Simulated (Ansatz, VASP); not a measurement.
**TiBH in VASP and in Ansatz**

```
Ti B H
1.0
    -2.04397    2.16625    3.18301
     2.04397   -2.16625    3.18301
     2.04397    2.16625   -3.18301
Ti B H
2 2 2
Direct
  0.87391 0.12391 0.75000
  0.12609 0.87609 0.25000
  0.50000 0.50000 0.50000
  0.50000 0.00000 0.00000
  0.00000 0.50000 0.50000
  0.50000 0.50000 0.00000
```

Change from the starting cell: species swapped into the CeRuRh type (Imma, No. 74).

Alike in both runs: task single point; functional PBE; k mesh 6 × 6 × 6; occupations gaussian, width 0.1 eV; no spin polarisation.

|  | VASP | Ansatz |
| --- | --- | --- |
| version | VASP 6.6.1 | Ansatz 0.2.0 |
| potentials or method | VASP PAW PBE potentials, release 64 (Ti_sv, B, H), cutoff 520 eV | scalar-relativistic, plane waves, PAW |
| valence electrons in the cell | 32 | 32 |

```csv
,VASP,Ansatz,Ansatz less VASP
gap on the k mesh at the Fermi level (eV),none,none,-
pressure (GPa),-14.3,-14.2,+0.14
"traceless stress, the component that is largest in VASP (GPa)",-6.80,-6.81,-0.014
rms of the force components (eV/Å),0.190,0.190,0.0000
```

Atom by atom the forces differ by 0.000 eV/Å (rms over components). A gap of «none» marks a metal or a gap that the smearing closes. The functional is the same, so the differences come from potentials, cutoffs and numerics.
